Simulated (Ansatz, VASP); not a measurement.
**One calculation of Zn, two programs**

INCAR

```
PREC     = Accurate       # precision mode
ENCUT    = 520            # plane-wave cutoff, eV
EDIFF    = 1E-7           # SCF threshold, eV
ISMEAR   = 0              # smearing method
SIGMA    = 0.1            # smearing width, eV
LREAL    = F              # projectors in reciprocal space
LASPH    = T              # aspherical terms in the spheres
NELM     = 80             # most SCF steps
ALGO     = Fast           # electronic algorithm
ISIF     = 2              # what is computed and relaxed
LWAVE    = F              # write WAVECAR
LCHARG   = F              # write CHGCAR
GGA      = PE             # functional
NBANDS   = 12             # bands
```

File KPOINTS:

```
regular mesh
0
Gamma
  18 18 18
```

POSCAR

```
Zn
1.0
    0.0000000000      2.0075098780      2.0075098780
    2.0075098780      0.0000000000      2.0075098780
    2.0075098780      2.0075098780      0.0000000000
Zn
1
Direct
    0.0000000000      0.0000000000      0.0000000000
```

Input for Ansatz:

```yaml
crystal:
  lattice:
    - [0.0, 2.007509878, 2.007509878]
    - [2.007509878, 0.0, 2.007509878]
    - [2.007509878, 2.007509878, 0.0]
  atoms:
    - { symbol: Zn, position: [0.0, 0.0, 0.0] }
basis:
  ecutwfc: 420
kpoints:
  mp_grid: { grid: [18, 18, 18] }
hamiltonian:
  xc: pbe
scf:
  occupations: { method: gaussian, width: 0.1 }
output:
  forces: true
  stress: true
  eigenvalues: true
```

Alike in both runs: task single point; functional PBE; k mesh 18 × 18 × 18; occupations gaussian, width 0.1 eV; no spin polarisation.

|  | VASP | Ansatz |
| --- | --- | --- |
| version | VASP 6.6.1 | Ansatz 0.2.0 |
| potentials or method | VASP PAW PBE potentials, release 64 (Zn), cutoff 520 eV | scalar-relativistic, plane waves, PAW |
| valence electrons in the cell | 12 | 12 |

VASP gave:

```
gap on the k mesh at the Fermi level (eV) : none
pressure (GPa)                            : -3.4
```

Q: Which values does Ansatz return?

A: gap on the k mesh at the Fermi level (eV): none; pressure (GPa): -3.8.

A gap of «none» marks a metal or a gap that the smearing closes.
